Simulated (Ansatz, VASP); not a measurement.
**BN: VASP beside Ansatz**

Contents of POSCAR:

```
BN
1.0
    2.5979710092      0.0000000000      0.0000000000
   -1.2989855046      2.2499088923      0.0000000000
    0.0000000000      0.0000000000      8.5396250571
B N
4 4
Direct
    0.0000000000      0.0000000000      0.0003894312
    0.3333333333      0.6666666667      0.2496892035
    0.0000000000      0.0000000000      0.5003894312
    0.6666666667      0.3333333333      0.7496892035
    0.0000000000      0.0000000000      0.1869898385
    0.3333333333      0.6666666667      0.4379315267
    0.0000000000      0.0000000000      0.6869898385
    0.6666666667      0.3333333333      0.9379315267
```

Contents of INCAR.step1:

```
SYSTEM = BN
ALGO = Normal ; EDIFF = 1E-4
ENCUT = 520 ; GGA = PE
ISMEAR = 0 ; LASPH = .TRUE.
LCHARG = .FALSE. ; LREAL = .FALSE.
LWAVE = .TRUE. ; NBANDS = 26
NELM = 80 ; PREC = Accurate
SIGMA = 0.01
```

File INCAR.step2:

```
SYSTEM = BN
ALGO = Normal ; EDIFF = 1E-7
ENCUT = 520 ; ISIF = 2
ISMEAR = 0 ; ISTART = 1
LASPH = .TRUE. ; LCHARG = .FALSE.
LMIXTAU = .TRUE. ; LREAL = .FALSE.
LWAVE = .FALSE. ; METAGGA = R2SCAN
NBANDS = 26 ; NELM = 80
PREC = Accurate ; SIGMA = 0.01
```

The input KPOINTS:

```
k-points
0
G
  9 9 4
  0 0 0
```

Input for Ansatz:

```yaml
crystal:
  lattice:
    - [2.5979710092, 0.0, 0.0]
    - [-1.2989855046, 2.2499088923, 0.0]
    - [0.0, 0.0, 8.5396250571]
  atoms:
    - { symbol: B, position: [0.0, 0.0, 0.0003894312] }
    - { symbol: B, position: [0.3333333333, 0.6666666667, 0.2496892035] }
    - { symbol: B, position: [0.0, 0.0, 0.5003894312] }
    - { symbol: B, position: [0.6666666667, 0.3333333333, 0.7496892035] }
    - { symbol: "N", position: [0.0, 0.0, 0.1869898385] }
    - { symbol: "N", position: [0.3333333333, 0.6666666667, 0.4379315267] }
    - { symbol: "N", position: [0.0, 0.0, 0.6869898385] }
    - { symbol: "N", position: [0.6666666667, 0.3333333333, 0.9379315267] }
kpoints:
  mp_grid: { grid: [9, 9, 4] }
hamiltonian:
  xc: r2scan
scf:
  occupations: { method: fixed }
  n_extra_bands: 6
output:
  forces: true
  stress: true
  eigenvalues: true
```

Alike in both runs: task single point; functional r2SCAN; k mesh 9 × 9 × 4; no spin polarisation.

|  | VASP | Ansatz |
| --- | --- | --- |
| version | VASP 6.6.1 | Ansatz 0.2.0 |
| potentials or method | VASP PAW PBE potentials, release 64 (B, N) | plane waves, PAW |
| plane-wave cutoff (eV) | 520 | 500 |
| occupations | gaussian, width 0.01 eV | fixed |
| valence electrons in the cell | 32 | 32 |

```tsv
	VASP	Ansatz	Ansatz less VASP
gap on the k mesh at the Fermi level (eV)	6.02	6.04	+0.015
pressure (GPa)	-19.6	-20.5	-0.89
traceless stress, the component that is largest in VASP (GPa)	-0.07	-0.06	+0.006
rms of the force components (eV/Å)	0.012	0.013	+0.0009
```

VASP's potentials were made for PBE, not for r2SCAN. Atom by atom the forces differ by 0.001 eV/Å (rms over components).
